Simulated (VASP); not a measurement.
# Ni (Im-3m) in VASP: further runs, part 3 of 3

VASP 6.6.1. The steps go on from the part before.

## 6. Single point, LDA, collinear spin, ferromagnetic start

This run uses another cell than the first one, of 9.96 Å³/atom, 0.959 times its volume.

File INCAR:

```
PREC = Accurate
ENCUT = 520
EDIFF = 1E-6
ISMEAR = -1
SIGMA = 0.05
LREAL = F
LASPH = T
NELM = 150
ALGO = Fast
ISIF = 2
LWAVE = F
LCHARG = F
ISPIN = 2
MAGMOM = 1
LORBIT = 11
LMAXMIX = 4
NBANDS = 15
```

File KPOINTS:

```
Automatic mesh
0
Gamma
  13 13 13
```

File POSCAR:

```
Ni
1.0
   -1.3554684528      1.3554684528      1.3554684528
    1.3554684528     -1.3554684528      1.3554684528
    1.3554684528      1.3554684528     -1.3554684528
Ni
1
Direct
    0.0000000000      0.0000000000      0.0000000000
```

Potentials or basis: VASP PAW LDA potentials, release 64 (Ni).

Command:

```console
> cat potpaw_LDA.64/Ni/POTCAR > POTCAR
> mpirun -np 1 vasp_std > vasp.out
```

OUTCAR:

```text
PREC = Accurate
   ENCUT = 520
   EDIFF = 1E-6
   ISMEAR = -1
   LREAL = F
   LASPH = T
   NELM = 150
   ISIF = 2
   ISPIN = 2
   LORBIT = 11

 ion  position               nearest neighbor table
   1  0.000  0.000  0.000-

  LATTYP: Found a body centered cubic cell.
 ALAT       =     2.7109369056

  Lattice vectors:

 A1 = (  -1.3554684528,   1.3554684528,   1.3554684528)
 A2 = (   1.3554684528,  -1.3554684528,   1.3554684528)
 A3 = (   1.3554684528,   1.3554684528,  -1.3554684528)

Analysis of symmetry for initial positions (statically):
=====================================================================
 Subroutine PRICEL returns:
 Original cell was already a primitive cell.

 Routine SETGRP: Setting up the symmetry group for a
 body centered cubic supercell.

 Subroutine GETGRP returns: Found 48 space group operations
 (whereof 48 operations were pure point group operations)
 out of a pool of 48 trial point group operations.

The static configuration has the point symmetry O_h .

Analysis of symmetry for dynamics (positions and initial velocities):
=====================================================================
 Subroutine PRICEL returns:
 Original cell was already a primitive cell.

 Routine SETGRP: Setting up the symmetry group for a
 body centered cubic supercell.

 Subroutine GETGRP returns: Found 48 space group operations
 (whereof 48 operations were pure point group operations)
 out of a pool of 48 trial point group operations.

The dynamic configuration has the point symmetry O_h .

Analysis of structural, dynamic, and magnetic symmetry:
=====================================================================
 Subroutine PRICEL returns:
 Original cell was already a primitive cell.

 Routine SETGRP: Setting up the symmetry group for a
 body centered cubic supercell.

 Subroutine GETGRP returns: Found 48 space group operations
 (whereof 48 operations were pure point group operations)
 out of a pool of 48 trial point group operations.

The overall configuration has the point symmetry O_h .

 Subroutine INISYM returns: Found 48 space group operations
[... 152 lines left out ...]

 k-point     1 :       0.0000    0.0000    0.0000
  band No.  band energies     occupation
      1       0.7521      1.00000
      2       7.9345      1.00000
      3       7.9345      1.00000
      4       7.9345      1.00000
      5       9.5115      1.00000
      6       9.5115      1.00000
      7      37.6399      0.00000
      8      37.6399      0.00000
      9      37.6399      0.00000
     10      43.2010      0.00000
     11      43.2010      0.00000
     12      44.8701      0.00000
     13      44.8701      0.00000
     14      44.8701      0.00000
[... 403 lines left out ...]
      4       9.3811      1.00000
      5       9.6064      0.99999
      6      10.2750      0.16717
      7      24.3007      0.00000
      8      28.9532      0.00000
      9      30.6117      0.00000
     10      39.4067      0.00000
     11      43.4674      0.00000
     12      46.1230      0.00000
     13      48.1694      0.00000
     14      51.9280      0.00000
     15      54.9965      0.00000

 [... further k-points ...]

 spin component 2

 k-point     1 :       0.0000    0.0000    0.0000
  band No.  band energies     occupation
      1       0.7653      1.00000
      2       8.0841      1.00000
      3       8.0841      1.00000
      4       8.0841      1.00000
      5       9.6236      0.99999
      6       9.6236      0.99999
      7      37.6403      0.00000
      8      37.6403      0.00000
      9      37.6403      0.00000
     10      43.2070      0.00000
     11      43.2070      0.00000
     12      44.9123      0.00000
     13      44.9123      0.00000
     14      44.9123      0.00000
[... 403 lines left out ...]
      4       9.5026      1.00000
      5       9.7215      0.99992
      6      10.4268      0.00955
      7      24.3485      0.00000
      8      28.9826      0.00000
      9      30.6507      0.00000
     10      39.4231      0.00000
     11      43.5001      0.00000
     12      46.1406      0.00000
     13      48.1974      0.00000
     14      51.9568      0.00000
     15      55.0468      0.00000

 [... further k-points ...]
[... 5 lines left out ...]
  --------------------------------------------------------------------------------------
  -------------------------------------------------------------------------------------
  Total        0.1388288      0.1388288      0.1388288     -0.0000000      0.0000000     -0.0000000
  in kB       22.3286220     22.3286220     22.3286220     -0.0000000      0.0000000     -0.0000000
  external PRESSURE =      22.3286220 kB  Pullay stress =       0.0000000 kB

 VOLUME and BASIS-vectors are now :
 -----------------------------------------------------------------------------
  energy-cutoff  :      520.00
  volume of cell :        9.96
      direct lattice vectors                 reciprocal lattice vectors
    -1.355468453  1.355468453  1.355468453     0.000000000  0.368876162  0.368876162
     1.355468453 -1.355468453  1.355468453     0.368876162  0.000000000  0.368876162
     1.355468453  1.355468453 -1.355468453     0.368876162  0.368876162  0.000000000

 POSITION                                       TOTAL-FORCE (eV/Angst)
 -----------------------------------------------------------------------------------
      0.00000      0.00000      0.00000         0.000000     -0.000000      0.000000
 -----------------------------------------------------------------------------------
    total drift:                                0.000000     -0.000000      0.000000

  FREE ENERGIE OF THE ION-ELECTRON SYSTEM (eV)
  ---------------------------------------------------
  free  energy   TOTEN  =        -6.4859734605 eV

  energy  without entropy=       -6.4714318899  energy(sigma->0) =       -6.47870268

 total charge

# of ion       s       p       d       tot
------------------------------------------
    1        0.530   0.569   8.395   9.494

 magnetization (x)

# of ion       s       p       d       tot
------------------------------------------
    1       -0.001  -0.003   0.141   0.137
```

Wall time 17 s (1 thread of AMD EPYC 9R45 (Zen 5), shared host); peak memory 0.1 GiB.

What came out:

- Free energy: -6.4860 eV
- Pressure: 2.2 GPa
- Net moment: 0.14 μB per cell
- Site moments: Ni +0.14 μB
- Valence electrons inside the program's atomic spheres: Ni 9.49

## 7. The runs side by side

```csv
level,potentials or basis,cell,gap on the mesh (eV),pressure (GPa),moment (μB)
PBE,"VASP PAW PBE potentials, release 64 (Ni)","a = 2.381 Å, angles 109.5°, 1 atom",none,12.4,0.56
PBE,"VASP PAW PBE potentials, release 64 (Ni)","a = 2.397 Å, angles 109.5°, 1 atom",none,7.7,0.58
PBE,"VASP PAW PBE potentials, release 64 (Ni)","a = 2.413 Å, angles 109.5°, 1 atom",none,3.4,0.58
PBE,"VASP PAW PBE potentials, release 64 (Ni)","a = 2.428 Å, angles 109.5°, 1 atom",none,-0.4,0.59
LDA,"VASP PAW LDA potentials, release 64 (Ni)","a = 2.348 Å, angles 109.5°, 1 atom",none,2.2,0.14
```

Alike in all rows: task single point; spin collinear, ferromagnetic start; k mesh 13 × 13 × 13; cutoff (eV) 520; smearing fermi-dirac 0.05 eV.

Total energies depend on the potentials used, so only differences within one code and one set of settings carry meaning.
